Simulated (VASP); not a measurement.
# ZnC (Pmmn) in VASP: notebook, part 3 of 3

VASP 6.6.1. Earlier steps stand in the parts before.

## 4. Single point, PBE, collinear spin

INCAR reads:

```
PREC = Accurate
ENCUT = 520
EDIFF = 1E-7
ISMEAR = 0
SIGMA = 0.1
LREAL = False
LASPH = True
NELM = 150
ALGO = Normal
ISIF = 2
LWAVE = False
LCHARG = False
ISPIN = 2
MAGMOM = 0 0 1 1
LORBIT = 11
GGA = PE
NBANDS = 28
```

KPOINTS reads:

```
regular mesh
0
Gamma
  6 4 4
```

POSCAR reads:

```
ZnC
1.0
    2.6904922900      0.0000000000      0.0000000000
    0.0000000000      3.8580735100      0.0000000000
    0.0000000000      0.0000000000      5.8761947000
Zn C
2 2
Direct
    0.0000000000      0.5000000000      0.4243667700
    0.5000000000      0.0000000000      0.5756332300
    0.0000000000      0.5000000000      0.7206623700
    0.5000000000      0.0000000000      0.2793376300
```

Potentials or basis: VASP PAW PBE potentials, release 64 (Zn, C).

On the command line:

```console
> cat potpaw_PBE.64/Zn/POTCAR potpaw_PBE.64/C/POTCAR > POTCAR
> mpirun -np 1 vasp_std > vasp.out
```

OUTCAR:

```text
PREC = Accurate
   ENCUT = 520
   EDIFF = 1E-7
   ISMEAR = 0
   LREAL = False
   LASPH = True
   NELM = 150
   ISIF = 2
   ISPIN = 2
   LORBIT = 11
   GGA = PE

 ion  position               nearest neighbor table
   1  0.000  0.500  0.424-   3 1.74   4 2.50   4 2.50   4 2.50   4 2.50   2 2.51   2 2.51   2 2.51
                             2 2.51
   2  0.500  0.000  0.576-   4 1.74   3 2.50   3 2.50   3 2.50   3 2.50   1 2.51   1 2.51   1 2.51
                             1 2.51
   3  0.000  0.500  0.721-   1 1.74   2 2.50   2 2.50   2 2.50   2 2.50
   4  0.500  0.000  0.279-   2 1.74   1 2.50   1 2.50   1 2.50   1 2.50

  LATTYP: Found a simple orthorhombic cell.
 ALAT       =     2.6904922900
 B/A-ratio  =     1.4339656443
 C/A-ratio  =     2.1840592972

  Lattice vectors:

 A1 = (   2.6904922900,   0.0000000000,   0.0000000000)
 A2 = (   0.0000000000,   3.8580735100,   0.0000000000)
[... 1698 lines left out ...]
 [... further k-points ...]

------------------------ aborting loop because EDIFF is reached ----------------------------------------

  FORCE on cell =-STRESS in cart. coord.  units (eV):
  Direction    XX          YY          ZZ          XY          YZ          ZX
  --------------------------------------------------------------------------------------
  -------------------------------------------------------------------------------------
  Total       -0.4309819     -0.4867304     16.8729428      0.0000000      0.0000000      0.0000000
  in kB      -11.3206441    -12.7849967    443.2033030      0.0000000      0.0000000      0.0000000
  external PRESSURE =     139.6992207 kB  Pullay stress =       0.0000000 kB

 VOLUME and BASIS-vectors are now :
 -----------------------------------------------------------------------------
  energy-cutoff  :      520.00
  volume of cell :       61.00
      direct lattice vectors                 reciprocal lattice vectors
     2.690492290  0.000000000  0.000000000     0.371679192  0.000000000  0.000000000
     0.000000000  3.858073510  0.000000000     0.000000000  0.259196720  0.000000000
     0.000000000  0.000000000  5.876194700     0.000000000  0.000000000  0.170178160

 POSITION                                       TOTAL-FORCE (eV/Angst)
 -----------------------------------------------------------------------------------
      0.00000      1.92904      2.49366         0.000000      0.000000     -6.763001
      1.34525      0.00000      3.38253         0.000000      0.000000      6.763001
      0.00000      1.92904      4.23475         0.000000      0.000000      4.289095
      1.34525      0.00000      1.64144         0.000000      0.000000     -4.289095
 -----------------------------------------------------------------------------------
    total drift:                               -0.000000      0.000000      0.000000

  FREE ENERGIE OF THE ION-ELECTRON SYSTEM (eV)
  ---------------------------------------------------
  free  energy   TOTEN  =        -9.5025549765 eV

  energy  without entropy=       -9.4921009345  energy(sigma->0) =       -9.49732796

 total charge

# of ion       s       p       d       tot
------------------------------------------
    1        0.662   0.621   9.813  11.096
    2        0.662   0.621   9.813  11.096
    3        0.979   1.195   0.000   2.174
    4        0.979   1.195   0.000   2.174
--------------------------------------------------
tot          3.283   3.631  19.626  26.540

 magnetization (x)

# of ion       s       p       d       tot
------------------------------------------
    1        0.006   0.022   0.022   0.050
    2        0.006   0.022   0.022   0.050
    3        0.015   0.170   0.000   0.185
    4        0.015   0.170   0.000   0.185
--------------------------------------------------
tot          0.041   0.384   0.044   0.470
```

OSZICAR:

```text
N       E                     dE             d eps       ncg     rms          rms(c)
DAV:   1     0.219532622990E+03    0.21953E+03   -0.14816E+04  4040   0.149E+03
DAV:   2     0.116128822675E+02   -0.20792E+03   -0.19149E+03  4116   0.330E+02
DAV:   3    -0.109586360549E+02   -0.22572E+02   -0.21758E+02  4668   0.102E+02
DAV:   4    -0.115272245886E+02   -0.56859E+00   -0.56573E+00  4472   0.166E+01
DAV:   5    -0.115311287606E+02   -0.39042E-02   -0.39038E-02  4416   0.134E+00    0.138E+01
DAV:   6    -0.969775777437E+01    0.18334E+01   -0.60387E+00  5628   0.674E+01    0.116E+01
DAV:   7    -0.950846553273E+01    0.18929E+00   -0.15282E+00  5052   0.200E+01    0.546E+00
DAV:   8    -0.950439797273E+01    0.40676E-02   -0.21390E-01  4872   0.442E+00    0.147E+00
DAV:   9    -0.950227832884E+01    0.21196E-02   -0.38027E-02  4844   0.295E+00    0.578E-01
DAV:  10    -0.950234769531E+01   -0.69366E-04   -0.34692E-03  4628   0.523E-01    0.125E-01
DAV:  11    -0.950247921791E+01   -0.13152E-03   -0.80133E-04  4308   0.247E-01    0.645E-02
DAV:  12    -0.950253363042E+01   -0.54413E-04   -0.68378E-05  4528   0.781E-02    0.243E-02
DAV:  13    -0.950254977648E+01   -0.16146E-04   -0.18490E-05  4280   0.348E-02    0.125E-02
DAV:  14    -0.950255426567E+01   -0.44892E-05   -0.58027E-06  4388   0.179E-02    0.324E-03
DAV:  15    -0.950255494085E+01   -0.67518E-06   -0.67252E-07  4328   0.625E-03    0.168E-03
DAV:  16    -0.950255497650E+01   -0.35652E-07   -0.71953E-08  3456   0.171E-03
   1 F= -.95025550E+01 E0= -.94973280E+01  d E =-.104540E-01  mag=     0.7107
```

stdout:

```text
POSCAR found type information on POSCAR ZnC
 POSCAR found :  2 types and       4 ions
 scaLAPACK will be used
 LDA part: xc-table for (Slater+PW92), standard interpolation
 POSCAR, INCAR and KPOINTS ok, starting setup
 FFT: planning ... GRIDC
 FFT: planning ... GRID_SOFT
 FFT: planning ... GRID
 WAVECAR not read
 entering main loop
```

It took 52 s on 1 thread of Oxide Virtual Turin-like, shared host; peak memory 0.21 GiB.

Results:

```yaml
Free_energy: -9.5026 eV
Pressure: 14.0 GPa
Largest_force: 6.763 eV/Å
Net_moment: 0.71 μB per cell
Site_moments: Zn +0.05; C +0.18 μB
Valence_electrons_inside_the_program's_atomic_spheres: Zn 11.10; C 2.17
```

Forces in eV/Å, atoms in the order of the input:
```
Zn   0.000  0.000 -6.763
Zn   0.000  0.000  6.763
C    0.000  0.000  4.289
C    0.000  0.000 -4.289
```

Stress tensor (GPa, compression positive):
```
-1.13  0.00  0.00
 0.00 -1.28  0.00
 0.00  0.00 44.32
```

Levels at points of the mesh, in eV from the Fermi level:
Spin up:
```csv
k point,band 12,band 13,band 14,band 15,band 16,band 17,band 18,band 19,band 20,band 21
"(0.00, 0.00, 0.00)",-6.88,-3.91,-3.33,-0.40,0.08,1.84,1.94,2.09,3.06,7.25
"(0.50, 0.00, 0.00)",-6.57,-3.24,-3.24,-0.59,-0.59,0.52,0.52,4.27,4.27,6.60
"(0.00, 0.50, 0.00)",-7.13,-4.34,-4.34,-1.72,-1.72,2.82,2.82,6.09,6.09,7.97
"(0.50, 0.50, 0.00)",-5.73,-4.40,-4.40,-0.63,-0.63,-0.57,-0.57,3.07,3.07,5.42
"(0.00, 0.00, 0.50)",-6.88,-3.27,-3.20,-1.08,-0.07,2.12,2.12,2.47,3.03,7.63
"(0.50, 0.00, 0.50)",-6.58,-3.42,-3.42,-0.23,-0.23,0.53,0.53,3.99,3.99,6.90
"(0.00, 0.50, 0.50)",-7.13,-4.66,-4.66,-1.00,-1.00,2.82,2.82,5.75,5.75,7.19
"(0.50, 0.50, 0.50)",-5.75,-4.33,-4.33,-0.77,-0.77,-0.75,-0.75,3.55,3.55,5.76
```
Spin down:
```
           k point  band 12  band 13  band 14  band 15  band 16  band 17  band 18  band 19  band 20  band 21
(0.00, 0.00, 0.00)    -6.69    -3.38    -3.15    -0.07     0.37     2.06     2.18     2.34     3.34     7.48
(0.50, 0.00, 0.00)    -6.46    -3.04    -3.04     0.00     0.00     0.83     0.83     4.37     4.37     6.67
(0.00, 0.50, 0.00)    -7.11    -4.12    -4.12    -1.24    -1.24     3.09     3.09     6.39     6.39     8.16
(0.50, 0.50, 0.00)    -5.51    -4.27    -4.27    -0.34    -0.34    -0.06    -0.06     3.18     3.18     5.63
(0.00, 0.00, 0.50)    -6.87    -3.08    -2.63    -0.75     0.22     2.37     2.38     2.59     3.31     7.86
(0.50, 0.00, 0.50)    -6.47    -3.21    -3.21     0.36     0.36     0.84     0.84     4.09     4.09     6.99
(0.00, 0.50, 0.50)    -7.11    -4.44    -4.44    -0.50    -0.50     3.10     3.10     6.01     6.01     7.35
(0.50, 0.50, 0.50)    -5.53    -4.21    -4.21    -0.52    -0.52    -0.25    -0.25     3.72     3.72     5.98
```

Caveat: the k points lie up to 0.41 Å⁻¹ apart; a moment this small can come from the mesh or the smearing; forces of over 1 eV/Å act on the atoms, so gaps and moduli don't describe the material at rest.

## 5. The runs side by side

```csv
task,spin,cell,cutoff (eV),gap on the mesh (eV),pressure (GPa),largest force (eV/Å)
single point,off,as given,520,none,14.1,6.68
relaxation of cell and atoms,off,relaxed,600,none,-0.1,0.03
single point,collinear,as given,520,none,14.0,6.76
```

Alike in all rows: level PBE; potentials or basis VASP PAW PBE potentials, release 64 (Zn, C); k mesh 6 × 4 × 4; smearing gaussian 0.1 eV.

Caveats: all runs use coarse meshes; forces of over 1 eV/Å act on the atoms, so gaps and moduli don't describe the material at rest (at least some runs); a moment this small can come from the mesh or the smearing (at least some runs).

Total energies depend on the potentials used, so only differences within one code and one set of settings carry meaning.
